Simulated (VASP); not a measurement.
# TaCd (L11 type) (R-3m) in VASP: single point with LDA

Aim: the single point of TaCd (L11 type) with LDA.

Program: VASP 6.6.1. These are calculated values, not measurements. Logs are shortened: lines on timing, memory, paths and dates and some standing lists are left out, and cuts for length are marked.

### Step 1. The cell of the first run

The structure is trigonal, space group R-3m (No. 166). Conventional cell: a = 2.877 Å, b = 2.877 Å, c = 15.014 Å, α = 90.00°, β = 90.00°, γ = 120.00°. Cd (site symmetry -3m) has 6 Cd at 2.88 Å and 6 Ta at 3.00 Å within 3.8 Å. Within 3.8 Å of Ta (site symmetry -3m) lie 6 Ta at 2.88 Å and 6 Cd at 3.00 Å.

### Step 2. Single point, LDA

The input, INCAR:

```
SYSTEM = TaCd
ALGO = Normal
EDIFF = 1E-6
ENCUT = 630
GGA_COMPAT = .FALSE.
ISIF = 2
ISMEAR = -1
LASPH = .TRUE.
LCHARG = .FALSE.
LREAL = .FALSE.
LWAVE = .FALSE.
NBANDS = 24
NELM = 120
PREC = Accurate
SIGMA = 0.03
```

The input, KPOINTS:

```
k-points
0
G
  13 13 13
  0 0 0
```

The input, POSCAR:

```
TaCd
1.0
    1.4386750082     -0.8306194032      5.0045447346
    0.0000000000      1.6612388065      5.0045447346
   -1.4386750082     -0.8306194032      5.0045447346
Cd Ta
1 1
Direct
    0.0000000000      0.0000000000      0.0000000000
    0.5000000000      0.5000000000      0.5000000000
```

Potentials or basis: VASP PAW LDA potentials, release 64 (Cd_sv_GW, Ta_sv_GW).

Launch:

```
> cat potpaw_LDA.64/Cd_sv_GW/POTCAR potpaw_LDA.64/Ta_sv_GW/POTCAR > POTCAR
> mpirun -np 1 vasp_std > vasp.out
```

OUTCAR:

```text
SYSTEM = TaCd
   EDIFF = 1E-6
   ENCUT = 630
   ISIF = 2
   ISMEAR = -1
   LASPH = .TRUE.
   LREAL = .FALSE.
   NELM = 120
   PREC = Accurate

 ion  position               nearest neighbor table
   1  0.000  0.000  0.000-
   2  0.500  0.500  0.500-

  LATTYP: Found a trigonal (rhomboedric) cell.
 ALAT       =     5.2730619542
 COS(alpha) =     0.8511223015

  Lattice vectors:

 A1 = (   1.4386750082,  -0.8306194032,   5.0045447346)
 A2 = (   0.0000000000,   1.6612388065,   5.0045447346)
 A3 = (  -1.4386750082,  -0.8306194032,   5.0045447346)

Analysis of symmetry for initial positions (statically):
=====================================================================
 Subroutine PRICEL returns:
 Original cell was already a primitive cell.

 Routine SETGRP: Setting up the symmetry group for a
 trigonal (rhombohedral) supercell.

 Subroutine GETGRP returns: Found 12 space group operations
 (whereof 12 operations were pure point group operations)
 out of a pool of 12 trial point group operations.

The static configuration has the point symmetry D_3d.

Analysis of symmetry for dynamics (positions and initial velocities):
=====================================================================
 Subroutine PRICEL returns:
 Original cell was already a primitive cell.

 Routine SETGRP: Setting up the symmetry group for a
 trigonal (rhombohedral) supercell.

 Subroutine GETGRP returns: Found 12 space group operations
 (whereof 12 operations were pure point group operations)
 out of a pool of 12 trial point group operations.

The dynamic configuration has the point symmetry D_3d.

 Subroutine INISYM returns: Found 12 space group operations
 (whereof 12 operations are pure point group operations),
 and found     1 'primitive' translations

----------------------------------------------------------------------------------------

                                     Primitive cell

  volume of cell :      35.8823

  direct lattice vectors                    reciprocal lattice vectors
     1.438675008 -0.830619403  5.004544735     0.347542007 -0.200653471  0.066606125
     0.000000000  1.661238807  5.004544735     0.000000000  0.401306943  0.066606125
    -1.438675008 -0.830619403  5.004544735    -0.347542007 -0.200653471  0.066606125

  length of vectors
     5.273061954  5.273061954  5.273061954     0.406796802  0.406796802  0.406796802

  position of ions in fractional coordinates (direct lattice)
     0.000000000  0.000000000  0.000000000
     0.500000000  0.500000000  0.500000000

  ion indices of the primitive-cell ions
   primitive index   ion index
                 1           1
                 2           2

----------------------------------------------------------------------------------------

 KPOINTS: k-points

Automatic generation of k-mesh.
 Grid dimensions read from file:
 generate k-points for:   13   13   13

 Generating k-lattice:

  Cartesian coordinates                     Fractional coordinates (reciprocal lattice)
     0.026734001 -0.015434882  0.005123548     0.076923077 -0.000000000  0.000000000
     0.000000000  0.030869765  0.005123548     0.000000000  0.076923077  0.000000000
    -0.026734001 -0.015434882  0.005123548     0.000000000 -0.000000000  0.076923077

  Length of vectors
     0.031292062  0.031292062  0.031292062

  Shift w.r.t. Gamma in fractional coordinates (k-lattice)
     0.000000000  0.000000000  0.000000000

 Subroutine IBZKPT returns following result:
 ===========================================

 Found    231 irreducible k-points:

 Following reciprocal coordinates:
            Coordinates               Weight
  0.000000  0.000000  0.000000      1.000000
  0.076923  0.000000 -0.000000      6.000000
  0.153846  0.000000 -0.000000      6.000000
  0.230769  0.000000  0.000000      6.000000
  0.307692  0.000000 -0.000000      6.000000
  0.384615  0.000000  0.000000      6.000000
[... 16 lines left out ...]
  0.384615  0.153846  0.000000     12.000000
  0.461538  0.153846  0.000000     12.000000
 [... further k-points ...]
   k-points           NKPTS =    231   k-points in BZ     NKDIM =    231   number of bands    NBANDS=     24
   number of dos      NEDOS =    301   number of ions     NIONS =      2
   total plane-waves  NPLWV = 110592
   dimension x,y,z NGX =    48 NGY =   48 NGZ =   48
   dimension x,y,z NGXF=    96 NGYF=   96 NGZF=   96
   ions per type =               1   1
   NGX,Y,Z   is equivalent  to a cutoff of  15.13, 15.13, 15.13 a.u.
   NGXF,Y,Z  is equivalent  to a cutoff of  30.27, 30.27, 30.27 a.u.
 SYSTEM =  TaCd
   PREC   = accura    normal or accurate (medium, high low for compatibility)
   ISTART =      0    job   : 0-new  1-cont  2-samecut
   ICHARG =      2    charge: 1-file 2-atom 10-const
   ISPIN  =      1    spin polarized calculation?
   LNONCOLLINEAR =      F non collinear calculations
   LSORBIT =      F    spin-orbit coupling
   LASPH  =      T    aspherical Exc in radial PAW
   ENCUT  =  630.0 eV  46.30 Ry    6.80 a.u.  10.79 10.79 10.79*2*pi/ulx,y,z
   NELM   =    120;   NELMIN=  2; NELMDL= -5     # of ELM steps
   EDIFF  = 0.1E-05   stopping-criterion for ELM
   LREAL  =      F    real-space projection
   EDIFFG = 0.1E-04   stopping-criterion for IOM
   NSW    =      0    number of steps for IOM
   IBRION =     -1    ionic relax: 0-MD 1-quasi-New 2-CG
   NFREE  =      0    steps in history (QN), initial steepest desc. (CG)
   ISIF   =      2    stress and relaxation
   ISYM   =      2    0-nonsym 1-usesym 2-fastsym
   POTIM  = 0.5000    time-step for ionic-motion
   TEBEG  =    0.0;   TEEND  =   0.0 temperature during run
   PSTRESS=    0.0 pullay stress
   NELECT =      33.0000    total number of electrons
   NUPDOWN=      -1.0000    fix difference up-down
   EMIN   =  10.00;   EMAX   =-10.00  energy-range for DOS
   EFERMI =   0.00;   METHOD = LEGACY
   ISMEAR =    -1;   SIGMA  =   0.03  broadening in eV -4-tet -1-fermi 0-gaus
   EFERMI_NEDOS =   21; number of points for ismear=-14 and -15
   IALGO  =     38    algorithm
   IMIX   =      4    mixing-type and parameters
     AMIX     =   0.40;   BMIX     =  1.00
     AMIX_MAG =   1.60;   BMIX_MAG =  1.00
  volume/ion in A,a.u.               =      17.94       121.07
  Fermi-wavevector in a.u.,A,eV,Ry     =   1.592035  3.008510 34.484993  2.534575
  Thomas-Fermi vector in A             =   2.690483
   LORBIT       =      0    0 simple, 1 ext, 2 COOP (PROOUT), +10 PAW based schemes
   GGA     = CA    functional components
   LHFCALC =     F    Hartree Fock is set to
   AEXX    =    0.0000 exact exchange contribution
   IVDW    =     0    specifies the selected vdW correction
   LEPSILON=     F    determine dielectric tensor
   LRPA    =     F    only Hartree local field effects (RPA)
 non-spin polarized calculation
  energy-cutoff  :      630.00
  volume of cell :       35.88
 maximum number of plane-waves:      1306
 NGX is ok and might be reduce to    48
   NGX = 21   NGY = 21   NGZ = 21

 number of electron      33.0000002 magnetization

 Free energy of the ion-electron system (eV)
  ---------------------------------------------------
  ext. energy  EPLUGINS =         0.00000000
  ---------------------------------------------------
  free energy    TOTEN  =       -16.26232823 eV

  energy without entropy =      -16.25770969  energy(sigma->0) =      -16.26001896

 E-fermi :   9.4974     XC(G=0): -13.0354

 val. band max:        9.4915762499   @ k =  -0.3846  -0.3846   0.2308
 cond. band min:       9.4996319694   @ k =   0.3846   0.3846   0.2308
 fundamental gap:      0.0080557195
 Fermi energy:         9.4973514563

 k-point     1 :       0.0000    0.0000    0.0000
  band No.  band energies     occupation
      1     -93.0504      2.00000
      2     -58.0042      2.00000
      3     -54.3948      2.00000
      4     -54.3948      2.00000
      5     -54.3716      2.00000
      6     -24.9399      2.00000
[... 16 lines left out ...]
     23      22.3025      0.00000
     24      25.1358      0.00000

 k-point     2 :       0.0769    0.0000   -0.0000
  band No.  band energies     occupation
      1     -93.0500      2.00000
      2     -57.9989      2.00000
      3     -54.3996      2.00000
      4     -54.3960      2.00000
      5     -54.3711      2.00000
      6     -24.9304      2.00000
[... 16 lines left out ...]
     23      22.6544      0.00000
     24      24.0492      0.00000

 k-point     3 :       0.1538    0.0000   -0.0000
  band No.  band energies     occupation
      1     -93.0488      2.00000
      2     -57.9839      2.00000
      3     -54.4128      2.00000
      4     -54.3994      2.00000
      5     -54.3695      2.00000
      6     -24.9042      2.00000
[... 16 lines left out ...]
     23      23.1001      0.00000
     24      24.0329      0.00000

 k-point     4 :       0.2308    0.0000    0.0000
  band No.  band energies     occupation
      1     -93.0472      2.00000
      2     -57.9628      2.00000
      3     -54.4315      2.00000
      4     -54.4042      2.00000
      5     -54.3674      2.00000
      6     -24.8670      2.00000
[... 16 lines left out ...]
     23      22.7562      0.00000
     24      23.6149      0.00000

 k-point     5 :       0.3077    0.0000   -0.0000
  band No.  band energies     occupation
      1     -93.0454      2.00000
      2     -57.9403      2.00000
      3     -54.4513      2.00000
      4     -54.4093      2.00000
      5     -54.3651      2.00000
      6     -24.8272      2.00000
[... 16 lines left out ...]
     23      21.8297      0.00000
     24      22.7381      0.00000

 k-point     6 :       0.3846    0.0000    0.0000
  band No.  band energies     occupation
      1     -93.0440      2.00000
      2     -57.9216      2.00000
      3     -54.4677      2.00000
      4     -54.4136      2.00000
      5     -54.3632      2.00000
      6     -25.0126      2.00000
[... 16 lines left out ...]
     23      20.7651      0.00000
     24      22.0281      0.00000
[... 379 lines left out ...]
 k-point    21 :       0.2308    0.1538   -0.0000
  band No.  band energies     occupation
      1     -93.0478      2.00000
      2     -57.9707      2.00000
      3     -54.4238      2.00000
      4     -54.4032      2.00000
      5     -54.3682      2.00000
      6     -24.8811      2.00000
[... 16 lines left out ...]
     23      21.6079      0.00000
     24      23.4563      0.00000

 k-point    22 :       0.3077    0.1538    0.0000
  band No.  band energies     occupation
      1     -93.0463      2.00000
      2     -57.9520      2.00000
      3     -54.4382      2.00000
      4     -54.4096      2.00000
      5     -54.3663      2.00000
      6     -24.8479      2.00000
[... 16 lines left out ...]
     23      20.0745      0.00000
     24      23.1768      0.00000

 k-point    23 :       0.3846    0.1538    0.0000
  band No.  band energies     occupation
      1     -93.0448      2.00000
      2     -57.9320      2.00000
      3     -54.4529      2.00000
      4     -54.4170      2.00000
      5     -54.3642      2.00000
      6     -24.8219      2.00000
[... 16 lines left out ...]
     23      19.3951      0.00000
     24      22.5267      0.00000

 k-point    24 :       0.4615    0.1538    0.0000
  band No.  band energies     occupation
      1     -93.0435      2.00000
      2     -57.9154      2.00000
      3     -54.4648      2.00000
      4     -54.4233      2.00000
      5     -54.3626      2.00000
      6     -24.9719      2.00000
[... 16 lines left out ...]
     23      18.9731      0.00000
     24      21.1487      0.00000

 [... further k-points ...]

------------------------ aborting loop because EDIFF is reached ----------------------------------------

  FORCE on cell =-STRESS in cart. coord.  units (eV):
  Direction    XX          YY          ZZ          XY          YZ          ZX
  --------------------------------------------------------------------------------------
  -------------------------------------------------------------------------------------
  Total        0.0113267      0.0113267      0.0705741     -0.0000000      0.0000000      0.0000000
  in kB        0.5057474      0.5057474      3.1511960     -0.0000000      0.0000000      0.0000000
  external PRESSURE =       1.3875636 kB  Pullay stress =       0.0000000 kB

 VOLUME and BASIS-vectors are now :
 -----------------------------------------------------------------------------
  energy-cutoff  :      630.00
  volume of cell :       35.88
      direct lattice vectors                 reciprocal lattice vectors
     1.438675008 -0.830619403  5.004544735     0.347542007 -0.200653471  0.066606125
     0.000000000  1.661238807  5.004544735     0.000000000  0.401306943  0.066606125
    -1.438675008 -0.830619403  5.004544735    -0.347542007 -0.200653471  0.066606125

 POSITION                                       TOTAL-FORCE (eV/Angst)
 -----------------------------------------------------------------------------------
      0.00000      0.00000      0.00000        -0.000000      0.000000      0.000000
      0.00000      0.00000      7.50682         0.000000     -0.000000     -0.000000
 -----------------------------------------------------------------------------------
    total drift:                                0.000000     -0.000000     -0.000000

  FREE ENERGIE OF THE ION-ELECTRON SYSTEM (eV)
  ---------------------------------------------------
  free  energy   TOTEN  =       -16.2623282298 eV

  energy  without entropy=      -16.2577096914  energy(sigma->0) =      -16.26001896
```

Wall time 6.3 min (1 thread of Intel Xeon 6975P-C (Granite Rapids), shared host); peak memory 0.52 GiB.

Results:

- Free energy: -16.2623 eV
- Pressure: 0.1 GPa
- Band gap on the k mesh: zero (an odd number of electrons rules out a gap without spin polarisation)

Levels at points of the mesh, in eV from the Fermi level:
```
           k point  band 14  band 15  band 16  band 17  band 18  band 19
(0.00, 0.00, 0.00)    -8.61    -4.03    -1.82     0.79     0.79     3.82
```

Caveat: spin-orbit coupling is left out, which moves the levels of the heavy elements.
